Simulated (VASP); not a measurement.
# Al2O3 (R-3c) in VASP: further runs

Runs on Al2O3. Level: PBE. Tasks: single point.

All numbers are computed with VASP 6.6.1; they aren't measurements. Logs are shortened: lines on timing, memory, paths and dates and some standing lists are left out, and cuts for length are marked.

## (1) The cell of the first run

The structure is trigonal, space group R-3c (No. 167). Conventional cell: a = 4.929 Å, b = 4.929 Å, c = 12.467 Å, α = 90.00°, β = 90.00°, γ = 120.00°. Al (site symmetry 3) has 6 O at 1.89 to 1.97 Å and 1 Al at 2.55 Å within 2.6 Å. Within 2.7 Å of O (site symmetry 2) lie 4 Al at 1.89 to 1.97 Å and 8 O at 2.58 to 2.69 Å.

## (2) Single point, PBE (strain +0.025 along x and y, -0.050 along z)

File INCAR:

```
PREC = Accurate
ENCUT = 520
EDIFF = 1E-6
ISMEAR = 0
SIGMA = 0.05
LREAL = False
LASPH = True
NELM = 60
ALGO = Normal
ISIF = 2
LWAVE = False
LCHARG = False
GGA = PE
NBANDS = 35
```

File KPOINTS:

```
regular mesh
0
Gamma
  6 6 6
```

File POSCAR:

```
Al2O3
1.0
    2.4644632860      1.4228585415      4.1557586902
   -2.4644632860      1.4228585415      4.1557586902
    0.0000000000     -2.8457170833      4.1557586901
Al O
4 6
Direct
    0.8521479318      0.8521479318      0.8521479318
    0.6478520682      0.6478520682      0.6478520682
    0.1478520682      0.1478520682      0.1478520682
    0.3521479318      0.3521479318      0.3521479318
    0.0561765927      0.4438234073      0.7500000000
    0.7500000000      0.0561765927      0.4438234073
    0.4438234073      0.7500000000      0.0561765927
    0.9438234073      0.5561765927      0.2500000000
    0.2500000000      0.9438234073      0.5561765927
    0.5561765927      0.2500000000      0.9438234073
```

Potentials or basis: VASP PAW PBE potentials, release 64 (Al, O).

Command:

```bash
$ cat potpaw_PBE.64/Al/POTCAR potpaw_PBE.64/O/POTCAR > POTCAR
$ mpirun -np 1 vasp_std > vasp.out
```

OUTCAR:

```text
PREC = Accurate
   ENCUT = 520
   EDIFF = 1E-6
   ISMEAR = 0
   LREAL = False
   LASPH = True
   NELM = 60
   ISIF = 2
   GGA = PE

 ion  position               nearest neighbor table
   1  0.852  0.852  0.852-  10 1.89   8 1.89   9 1.89   5 1.97   7 1.97   6 1.97   2 2.55   3 2.88
                             3 2.88   3 2.88   2 3.27   2 3.27   2 3.27
   2  0.648  0.648  0.648-   9 1.89   8 1.89  10 1.89   5 1.97   6 1.97   7 1.97   1 2.55   4 2.88
                             4 2.88   4 2.88   1 3.27   1 3.27   1 3.27
   3  0.148  0.148  0.148-   7 1.89   5 1.89   6 1.89   8 1.97  10 1.97   9 1.97   4 2.55   1 2.88
                             1 2.88   1 2.88   4 3.27   4 3.27   4 3.27
   4  0.352  0.352  0.352-   6 1.89   5 1.89   7 1.89   8 1.97   9 1.97  10 1.97   3 2.55   2 2.88
                             2 2.88   2 2.88   3 3.27   3 3.27   3 3.27
   5  0.056  0.444  0.750-   3 1.89   4 1.89   1 1.97   2 1.97
   6  0.750  0.056  0.444-   4 1.89   3 1.89   2 1.97   1 1.97
   7  0.444  0.750  0.056-   3 1.89   4 1.89   1 1.97   2 1.97
   8  0.944  0.556  0.250-   1 1.89   2 1.89   3 1.97   4 1.97
   9  0.250  0.944  0.556-   2 1.89   1 1.89   4 1.97   3 1.97
  10  0.556  0.250  0.944-   1 1.89   2 1.89   3 1.97   4 1.97

  LATTYP: Found a trigonal (rhomboedric) cell.
 ALAT       =     5.0367088469
 COS(alpha) =     0.5211703799

  Lattice vectors:

 A1 = (   2.4644632860,   1.4228585415,   4.1557586902)
 A2 = (  -2.4644632860,   1.4228585415,   4.1557586902)
 A3 = (   0.0000000000,  -2.8457170833,   4.1557586901)

Analysis of symmetry for initial positions (statically):
=====================================================================
 Subroutine PRICEL returns:
 Original cell was already a primitive cell.

 Routine SETGRP: Setting up the symmetry group for a
 trigonal (rhombohedral) supercell.

 Subroutine GETGRP returns: Found 12 space group operations
 (whereof  6 operations were pure point group operations)
 out of a pool of 12 trial point group operations.

The static configuration has the point symmetry S_6 .
 The point group associated with its full space group is D_3d.

Analysis of symmetry for dynamics (positions and initial velocities):
=====================================================================
 Subroutine PRICEL returns:
 Original cell was already a primitive cell.

 Routine SETGRP: Setting up the symmetry group for a
 trigonal (rhombohedral) supercell.

 Subroutine GETGRP returns: Found 12 space group operations
 (whereof  6 operations were pure point group operations)
 out of a pool of 12 trial point group operations.

The dynamic configuration has the point symmetry S_6 .
 The point group associated with its full space group is D_3d.

 Subroutine INISYM returns: Found 12 space group operations
 (whereof  6 operations are pure point group operations),
 and found     1 'primitive' translations

----------------------------------------------------------------------------------------

                                     Primitive cell

  volume of cell :      87.4351

  direct lattice vectors                    reciprocal lattice vectors
     2.464463286  1.422858541  4.155758690     0.202883931  0.117135092  0.080209983
    -2.464463286  1.422858541  4.155758690    -0.202883931  0.117135092  0.080209983
     0.000000000 -2.845717083  4.155758690     0.000000000 -0.234270185  0.080209983

  length of vectors
     5.036708847  5.036708847  5.036708847     0.247621002  0.247621002  0.247621002

  position of ions in fractional coordinates (direct lattice)
     0.852147932  0.852147932  0.852147932
     0.647852068  0.647852068  0.647852068
     0.147852068  0.147852068  0.147852068
     0.352147932  0.352147932  0.352147932
     0.056176593  0.443823407  0.750000000
     0.750000000  0.056176593  0.443823407
     0.443823407  0.750000000  0.056176593
     0.943823407  0.556176593  0.250000000
     0.250000000  0.943823407  0.556176593
     0.556176593  0.250000000  0.943823407

  ion indices of the primitive-cell ions
   primitive index   ion index
                 1           1
                 2           2
                 3           3
                 4           4
                 5           5
                 6           6
                 7           7
                 8           8
                 9           9
                10          10

----------------------------------------------------------------------------------------

 KPOINTS: regular mesh

Automatic generation of k-mesh.
 Grid dimensions read from file:
 generate k-points for:    6    6    6

 Generating k-lattice:

  Cartesian coordinates                     Fractional coordinates (reciprocal lattice)
     0.033813989  0.019522515  0.013368330     0.166666667  0.000000000  0.000000000
    -0.033813989  0.019522515  0.013368330     0.000000000  0.166666667  0.000000000
     0.000000000 -0.039045031  0.013368330     0.000000000  0.000000000  0.166666667

  Length of vectors
     0.041270167  0.041270167  0.041270167

  Shift w.r.t. Gamma in fractional coordinates (k-lattice)
     0.000000000  0.000000000  0.000000000

 Subroutine IBZKPT returns following result:
 ===========================================

 Found     32 irreducible k-points:

 Following reciprocal coordinates:
            Coordinates               Weight
  0.000000  0.000000  0.000000      1.000000
  0.166667  0.000000 -0.000000      6.000000
  0.333333  0.000000 -0.000000      6.000000
  0.500000  0.000000  0.000000      3.000000
  0.166667  0.166667  0.000000      6.000000
  0.333333  0.166667  0.000000     12.000000
[... 16 lines left out ...]
  0.500000  0.500000  0.166667      6.000000
 -0.333333  0.500000  0.166667     12.000000
 [... further k-points ...]
   k-points           NKPTS =     32   k-points in BZ     NKDIM =     32   number of bands    NBANDS=     35
   number of dos      NEDOS =    301   number of ions     NIONS =     10
   total plane-waves  NPLWV =  64000
   dimension x,y,z NGX =    40 NGY =   40 NGZ =   40
   dimension x,y,z NGXF=    80 NGYF=   80 NGZF=   80
   ions per type =               4   6
   NGX,Y,Z   is equivalent  to a cutoff of  13.20, 13.20, 13.20 a.u.
   NGXF,Y,Z  is equivalent  to a cutoff of  26.41, 26.41, 26.41 a.u.
 SYSTEM =  unknown system
   PREC   = accura    normal or accurate (medium, high low for compatibility)
   ISTART =      0    job   : 0-new  1-cont  2-samecut
   ICHARG =      2    charge: 1-file 2-atom 10-const
   ISPIN  =      1    spin polarized calculation?
   LNONCOLLINEAR =      F non collinear calculations
   LSORBIT =      F    spin-orbit coupling
   LASPH  =      T    aspherical Exc in radial PAW
   ENCUT  =  520.0 eV  38.22 Ry    6.18 a.u.   9.36  9.36  9.36*2*pi/ulx,y,z
   NELM   =     60;   NELMIN=  2; NELMDL= -5     # of ELM steps
   EDIFF  = 0.1E-05   stopping-criterion for ELM
   LREAL  =      F    real-space projection
   EDIFFG = 0.1E-04   stopping-criterion for IOM
   NSW    =      0    number of steps for IOM
   IBRION =     -1    ionic relax: 0-MD 1-quasi-New 2-CG
   NFREE  =      0    steps in history (QN), initial steepest desc. (CG)
   ISIF   =      2    stress and relaxation
   ISYM   =      2    0-nonsym 1-usesym 2-fastsym
   POTIM  = 0.5000    time-step for ionic-motion
   TEBEG  =    0.0;   TEEND  =   0.0 temperature during run
   PSTRESS=    0.0 pullay stress
   NELECT =      48.0000    total number of electrons
   NUPDOWN=      -1.0000    fix difference up-down
   EMIN   =  10.00;   EMAX   =-10.00  energy-range for DOS
   EFERMI =   0.00;   METHOD = LEGACY
   ISMEAR =     0;   SIGMA  =   0.05  broadening in eV -4-tet -1-fermi 0-gaus
   EFERMI_NEDOS =   21; number of points for ismear=-14 and -15
   IALGO  =     38    algorithm
   IMIX   =      4    mixing-type and parameters
     AMIX     =   0.40;   BMIX     =  1.00
     AMIX_MAG =   1.60;   BMIX_MAG =  1.00
  volume/ion in A,a.u.               =       8.74        59.00
  Fermi-wavevector in a.u.,A,eV,Ry     =   1.340479  2.533138 24.448092  1.796884
  Thomas-Fermi vector in A             =   2.468789
   LORBIT       =      0    0 simple, 1 ext, 2 COOP (PROOUT), +10 PAW based schemes
   GGA     = PE    functional components
   LHFCALC =     F    Hartree Fock is set to
   AEXX    =    0.0000 exact exchange contribution
   IVDW    =     0    specifies the selected vdW correction
   LEPSILON=     F    determine dielectric tensor
   LRPA    =     F    only Hartree local field effects (RPA)
 non-spin polarized calculation
 Gauss-broadening in eV      SIGMA  =   0.05
  energy-cutoff  :      520.00
  volume of cell :       87.44
 maximum number of plane-waves:      2371
 NGX is ok and might be reduce to    40
   NGX = 19   NGY = 19   NGZ = 19

 number of electron      47.9999988 magnetization

 Free energy of the ion-electron system (eV)
  ---------------------------------------------------
  ext. energy  EPLUGINS =         0.00000000
  ---------------------------------------------------
  free energy    TOTEN  =       -74.40884624 eV

  energy without entropy =      -74.40884624  energy(sigma->0) =      -74.40884624

 E-fermi :   6.5252     XC(G=0): -11.5572

 val. band max:        6.2757918008   @ k =   0.0000   0.0000   0.0000
 cond. band min:      11.4906303003   @ k =   0.0000   0.0000   0.0000
 fundamental gap:      5.2148384995
 Fermi energy:         6.5251673783

 k-point     1 :       0.0000    0.0000    0.0000
  band No.  band energies     occupation
      1     -13.1694      2.00000
      2     -10.7536      2.00000
      3     -10.7536      2.00000
      4     -10.6304      2.00000
      5     -10.3905      2.00000
      6     -10.3905      2.00000
[... 27 lines left out ...]
     34      18.3591      0.00000
     35      20.3103      0.00000
[... 843 lines left out ...]
      5     -10.4815      2.00000
      6     -10.3018      2.00000
[... 27 lines left out ...]
     34      18.9969      0.00000
     35      19.0973      0.00000

 [... further k-points ...]

------------------------ aborting loop because EDIFF is reached ----------------------------------------

  FORCE on cell =-STRESS in cart. coord.  units (eV):
  Direction    XX          YY          ZZ          XY          YZ          ZX
  --------------------------------------------------------------------------------------
  -------------------------------------------------------------------------------------
  Total       -5.3582317     -5.3582317     10.4060052      0.0000000     -0.0000000     -0.0000000
  in kB      -98.1852883    -98.1852883    190.6816811      0.0000000     -0.0000000     -0.0000000
  external PRESSURE =      -1.8962985 kB  Pullay stress =       0.0000000 kB

 VOLUME and BASIS-vectors are now :
 -----------------------------------------------------------------------------
  energy-cutoff  :      520.00
  volume of cell :       87.44
      direct lattice vectors                 reciprocal lattice vectors
     2.464463286  1.422858541  4.155758690     0.202883931  0.117135092  0.080209983
    -2.464463286  1.422858541  4.155758690    -0.202883931  0.117135092  0.080209983
     0.000000000 -2.845717083  4.155758690     0.000000000 -0.234270185  0.080209983

 POSITION                                       TOTAL-FORCE (eV/Angst)
 -----------------------------------------------------------------------------------
      0.00000     -0.00000     10.62396         0.000000     -0.000000      0.607349
      0.00000     -0.00000      8.07695         0.000000      0.000000     -0.607349
      0.00000     -0.00000      1.84331         0.000000      0.000000     -0.607349
      0.00000     -0.00000      4.39033         0.000000     -0.000000      0.607349
     -0.95534     -1.42286      5.19470        -0.145891      0.000000     -0.000000
      1.70990     -0.11592      5.19470         0.072946     -0.126346     -0.000000
     -0.75456      1.53878      5.19470         0.072946      0.126346      0.000000
      0.95534      1.42286      7.27258         0.145891      0.000000     -0.000000
     -1.70990      0.11592      7.27258        -0.072946      0.126346      0.000000
      0.75456     -1.53878      7.27258        -0.072946     -0.126346     -0.000000
 -----------------------------------------------------------------------------------
    total drift:                                0.000000     -0.000000     -0.000000

  FREE ENERGIE OF THE ION-ELECTRON SYSTEM (eV)
  ---------------------------------------------------
  free  energy   TOTEN  =       -74.4088462374 eV

  energy  without entropy=      -74.4088462374  energy(sigma->0) =      -74.40884624
```

Wall time 59 s (1 thread of Intel Xeon 6975P-C (Granite Rapids), shared host); peak memory 0.25 GiB.

What came out:

```
Free energy            : -74.4088 eV
Pressure               : -0.2 GPa
Largest force          : 0.607 eV/Å
Band gap on the k mesh : 5.21 eV
```

Forces in eV/Å, atoms in the order of the input:
```
Al   0.000  0.000  0.607
Al   0.000  0.000 -0.607
Al   0.000  0.000 -0.607
Al   0.000  0.000  0.607
O   -0.146  0.000  0.000
O    0.073 -0.126  0.000
O    0.073  0.126  0.000
O    0.146  0.000  0.000
O   -0.073  0.126  0.000
O   -0.073 -0.126  0.000
```

Caveat: the cell differs from its parent crystal (strain +0.025 along x and y, -0.050 along z).

## (3) Single point, PBE (strain +0.000 along x and y, +0.025 along z)

File INCAR:

```
SYSTEM = Al2O3
  ALGO = Normal
  EDIFF = 1E-6
  ENCUT = 520
  GGA = PE
  ISIF = 2
  ISMEAR = 0
  LASPH = .TRUE.
  LCHARG = .TRUE.
  LELF = .TRUE.
  LREAL = .FALSE.
  LVHAR = .TRUE.
  LWAVE = .FALSE.
  NBANDS = 35
  NELM = 80
  PREC = Accurate
  SIGMA = 0.05
```

File KPOINTS:

```
k-points
0
G
  6 6 6
  0 0 0
```

Edit POSCAR of step 2 so:

```diff
@@ -2,5 +2,5 @@
 1.0
-    2.4644632860      1.4228585415      4.1557586902
-   -2.4644632860      1.4228585415      4.1557586902
-    0.0000000000     -2.8457170833      4.1557586901
+    2.4043544254      1.3881546747      4.4838449026
+   -2.4043544254      1.3881546747      4.4838449026
+    0.0000000000     -2.7763093495      4.4838449025
 Al O
```

Potentials or basis: VASP PAW PBE potentials, release 64 (Al, O).

Command:

```bash
$ cat potpaw_PBE.64/Al/POTCAR potpaw_PBE.64/O/POTCAR > POTCAR
$ mpirun -np 1 vasp_std > vasp.out
```

Wall time 61 s (1 thread of Intel Xeon 6975P-C (Granite Rapids), shared host); peak memory 0.26 GiB.

The run converged. Its results:

```
Free energy            : -74.7356 eV
Pressure               : -5.3 GPa
Largest force          : 0.114 eV/Å
Band gap on the k mesh : 5.50 eV
```

Forces on the atoms (eV/Å):
```
Al   0.000  0.000 -0.114
Al   0.000  0.000  0.114
Al   0.000  0.000  0.114
Al   0.000  0.000 -0.114
O    0.033  0.000  0.000
O   -0.017  0.029  0.000
O   -0.017 -0.029  0.000
O   -0.033  0.000  0.000
O    0.017 -0.029  0.000
O    0.017  0.029  0.000
```

Stress tensor (GPa, compression positive):
```
 -2.24   0.00   0.00
  0.00  -2.24   0.00
  0.00   0.00 -11.33
```

Levels at points of the mesh, in eV from the valence-band top:
| k point | band 22 | band 23 | band 24 | band 25 | band 26 | band 27 |
| --- | --- | --- | --- | --- | --- | --- |
| (0.00, 0.00, 0.00) | -0.20 | 0.00 | 0.00 | 5.50 | 8.86 | 9.93 |
| (0.50, 0.00, 0.00) | -0.87 | -0.31 | -0.31 | 8.73 | 8.73 | 9.06 |
| (0.50, 0.50, 0.00) | -0.84 | -0.79 | -0.29 | 8.89 | 9.31 | 9.52 |
| (0.50, 0.50, 0.50) | -0.30 | -0.30 | -0.30 | 8.12 | 8.12 | 10.51 |

Caveat: the cell differs from its parent crystal (strain +0.000 along x and y, +0.025 along z); the cell stands under tension.
